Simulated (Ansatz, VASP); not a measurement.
**PbO in VASP and in Ansatz**

The input INCAR:

```
PREC = Accurate
ENCUT = 520
EDIFF = 1E-8
ISMEAR = -1
SIGMA = 0.03
LREAL = F
LASPH = T
NELM = 80
ALGO = Normal
ISIF = 2
LWAVE = F
LCHARG = F
LEFG = T
NBANDS = 28
```

File KPOINTS:

```
regular mesh
0
Gamma
  7 7 6
```

POSCAR

```
PbO
1.0
    3.9744000000      0.0000000000      0.0000000000
    0.0000000000      3.9744000000      0.0000000000
    0.0000000000      0.0000000000      4.9717800000
Pb O
2 2
Direct
    0.0000000000      0.5000000000      0.2351000000
    0.5000000000      0.0000000000      0.7649000000
    0.0000000000      0.0000000000      0.0000000000
    0.5000000000      0.5000000000      0.0000000000
```

Input for Ansatz:

```yaml
crystal:
  lattice:
    - [3.9744, 0.0, 0.0]
    - [0.0, 3.9744, 0.0]
    - [0.0, 0.0, 4.97178]
  atoms:
    - { symbol: Pb, position: [0.0, 0.5, 0.2351] }
    - { symbol: Pb, position: [0.5, 0.0, 0.7649] }
    - { symbol: O, position: [0.0, 0.0, 0.0] }
    - { symbol: O, position: [0.5, 0.5, 0.0] }
kpoints:
  mp_grid: { grid: [7, 7, 6] }
scf:
  occupations: { method: fermi_dirac, width: 0.03 }
hamiltonian:
  xc: lda
  pseudopotentials: { kind: all_electron, datasets: crystal }
output:
  forces: true
  stress: true
  eigenvalues: true
  efg: { contact_densities: true }
```

Change from the starting cell: zz strain of -1 %, crystal datasets.

Alike in both runs: task electric field gradients; functional LDA; k mesh 7 × 7 × 6; occupations fermi-dirac, width 0.03 eV; no spin polarisation.

|  | VASP | Ansatz |
| --- | --- | --- |
| version | VASP 6.6.1 | Ansatz 0.2.0 |
| potentials or method | VASP PAW LDA potentials, release 64 (Pb_d, O), cutoff 520 eV | all-electron PAW with datasets made for the crystal, scalar-relativistic |

|  | VASP | Ansatz | Ansatz less VASP |
| --- | --- | --- | --- |
| gap on the k mesh at the Fermi level (eV) | 1.45 | 1.47 | +0.021 |
| pressure (GPa) | -0.9 | -1.1 | -0.20 |
| traceless stress, the component that is largest in VASP (GPa) | 0.52 | 0.52 | -0.003 |
| rms of the force components (eV/Å) | 0.034 | 0.006 | -0.0283 |
| size of Vzz on the site where it differs most (V/Å²) | 221.7 | 206.4 | -15.28 |

LDA's correlation is that of Perdew and Zunger in VASP and of Perdew and Wang (1992) in Ansatz. Atom by atom the forces differ by 0.028 eV/Å (rms over components). Ansatz ran all-electron here, and VASP with PAW potentials.

Neither program's run includes spin-orbit coupling.
